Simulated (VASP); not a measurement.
SiC: single point with PBE

The system is SiC.

```
Si C
1.0
     3.07600    0.00000    0.00000
    -1.53800    2.66389    0.00000
     0.00000    0.00000    5.04800
Si C
2 2
Direct
  0.33333 0.66667 0.03962
  0.66667 0.33333 0.50000
  0.33333 0.66667 0.38500
  0.66667 0.33333 0.88500
```

This cell differs from its parent crystal: atom 1 (Si) moved by (+0.000, +0.200) A along [1 1 0] and z.

- Program: VASP 6.6.1
- Task: single point
- Functional: PBE
- Potentials or basis: VASP PAW PBE potentials, release 64 (Si, C)
- Cutoff: 520 eV
- k mesh: 6 × 6 × 4
- Occupations: gaussian, width 0.05 eV
- Spin: no spin polarisation

```yaml
Pressure: 5.6 GPa
Largest_force: 5.750 eV/Å
Band_gap_on_the_k_mesh: 1.45 eV, indirect (least direct gap 3.36 eV)
```

Forces on the atoms (eV/Å):
```
Si   0.000  0.000 -5.750
Si   0.000  0.000  2.552
C    0.000  0.000  1.993
C    0.000  0.000  1.206
```

Stress tensor (GPa, compression positive):
```
 2.48  0.00  0.00
 0.00  2.48  0.00
 0.00  0.00 11.81
```

Levels at points of the mesh, in eV from the valence-band top:
```tsv
k point	band 4	band 5	band 6	band 7	band 8	band 9	band 10	band 11	band 12	band 13
(0.00, 0.00, 0.00)	-2.32	-2.32	-0.99	0.00	0.00	3.95	5.73	5.94	5.94	7.41
(0.50, 0.00, 0.00)	-6.65	-6.09	-4.20	-4.04	-1.31	2.05	3.50	6.25	6.32	9.30
(0.00, 0.00, 0.50)	-4.66	-2.16	-2.16	-0.27	-0.27	4.57	6.02	6.18	6.18	7.30
(0.50, 0.00, 0.50)	-8.18	-3.86	-3.40	-2.66	-2.05	2.31	2.64	4.82	5.01	9.20
```

It took 12 s on 1 thread of AMD EPYC 7R43 64-Core Processor (Zen 3) (shared host), peak memory 0.12 GiB.

Caveat: the cell differs from its parent crystal (atom 1 (Si) moved by (+0.000, +0.200) A along [1 1 0] and z); forces of over 1 eV/Å act on the atoms, so gaps and moduli don't describe the material at rest. A k mesh can miss the band edges.
